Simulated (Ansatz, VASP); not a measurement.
**Re: VASP beside Ansatz**

The input POSCAR:

```
Re
1.0
    0.0000000000      1.9132403796      2.1045644176
    1.9132403796      0.0000000000      2.1045644176
    1.9132403796      1.9132403796      0.0000000000
Re
1
Direct
    0.0000000000      0.0000000000      0.0000000000
```

Contents of INCAR.step1:

```
ALGO = Normal ; EDIFF = 1E-4
ENCUT = 520 ; GGA = PE
ISMEAR = 0 ; LASPH = True
LCHARG = False ; LREAL = False
LWAVE = True ; NBANDS = 10
NELM = 100 ; PREC = Accurate
SIGMA = 0.15
```

File INCAR.step2:

```
ALGO = Normal ; EDIFF = 1E-6
ENCUT = 520 ; ISIF = 2
ISMEAR = 0 ; ISTART = 1
LASPH = True ; LCHARG = False
LMIXTAU = True ; LREAL = False
LWAVE = False ; METAGGA = R2SCAN
NBANDS = 10 ; NELM = 100
PREC = Accurate ; SIGMA = 0.15
```

File KPOINTS:

```
k-points
0
Gamma
  22 22 22
```

Input for Ansatz:

```yaml
crystal:
  lattice:
    - [0.0, 1.9132403796, 2.1045644176]
    - [1.9132403796, 0.0, 2.1045644176]
    - [1.9132403796, 1.9132403796, 0.0]
  atoms:
    - { symbol: Re, position: [0.0, 0.0, 0.0] }
basis:
  ecutwfc: 500
kpoints:
  mp_grid: { grid: [22, 22, 22] }
hamiltonian:
  xc: r2scan
scf:
  occupations: { method: gaussian, width: 0.15 }
output:
  forces: true
  stress: true
  eigenvalues: true
```

Alike in both runs: task single point; functional r2SCAN; k mesh 22 × 22 × 22; occupations gaussian, width 0.15 eV; no spin polarisation.

```csv
,VASP,Ansatz
version,VASP 6.6.1,Ansatz 0.2.0
potentials or method,"VASP PAW PBE potentials, release 64 (Re), cutoff 520 eV","scalar-relativistic, plane waves, PAW"
valence electrons in the cell,7,15
```

|  | VASP | Ansatz | Ansatz less VASP |
| --- | --- | --- | --- |
| gap on the k mesh at the Fermi level (eV) | none | none | - |
| pressure (GPa) | -14.2 | -13.9 | +0.28 |
| traceless stress, the component that is largest in VASP (GPa) | -17.78 | -18.09 | -0.313 |

VASP's potentials were made for PBE, not for r2SCAN. A gap of «none» marks a metal or a gap that the smearing closes. VASP's potentials hold 7 valence electrons a cell and Ansatz's 15, so a difference there can come from the potentials and not from the codes.

Spin-orbit coupling is off throughout.
